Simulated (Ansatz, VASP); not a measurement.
**Pb: VASP beside Ansatz**

File INCAR:

```
PREC = Accurate ; ENCUT = 520
EDIFF = 1E-7 ; ISMEAR = -1
SIGMA = 0.05 ; LREAL = F
LASPH = T ; NELM = 60
ALGO = Normal ; ISIF = 2
LWAVE = F ; LCHARG = F
GGA = PS ; IVDW = 12
NBANDS = 13
```

KPOINTS

```
Automatic mesh
0
Gamma
  9 9 9
```

The input POSCAR:

```
Pb
1.0
    0.0000000000      2.5235621278      2.5235621278
    2.5235621278      0.0000000000      2.5235621278
    2.5235621278      2.5235621278      0.0000000000
Pb
1
Direct
    0.0000000000      0.0000000000      0.0000000000
```

input.yaml

```yaml
crystal:
  lattice:
    - [0.0, 2.5235621278, 2.5235621278]
    - [2.5235621278, 0.0, 2.5235621278]
    - [2.5235621278, 2.5235621278, 0.0]
  atoms:
    - { symbol: Pb, position: [0.0, 0.0, 0.0] }
hamiltonian:
  xc: pbesol
  pseudopotentials: { kind: paw }
  dispersion: d3bj
kpoints:
  mp_grid: { grid: [9, 9, 9] }
scf:
  occupations: { method: fermi_dirac, width: 0.05 }
output:
  forces: true
  stress: true
  eigenvalues: true
```

Alike in both runs: task single point; functional PBEsol; dispersion D3(BJ); k mesh 9 × 9 × 9; occupations fermi-dirac, width 0.05 eV; no spin polarisation.

|  | VASP | Ansatz |
| --- | --- | --- |
| version | VASP 6.6.1 | Ansatz 0.2.0 |
| potentials or method | VASP PAW PBE potentials, release 64 (Pb_d) | Ansatz PAW |
| plane-wave cutoff (eV) | 520 | 420 |
| valence electrons in the cell | 14 | 14 |

|  | VASP | Ansatz | Ansatz less VASP |
| --- | --- | --- | --- |
| gap on the k mesh at the Fermi level (eV) | none | none | - |
| pressure (GPa) | -5.1 | -5.1 | +0.07 |

VASP's potentials were made for PBE, not for PBEsol. A gap of «none» marks a metal or a gap that the smearing closes.

Spin-orbit coupling is off throughout.
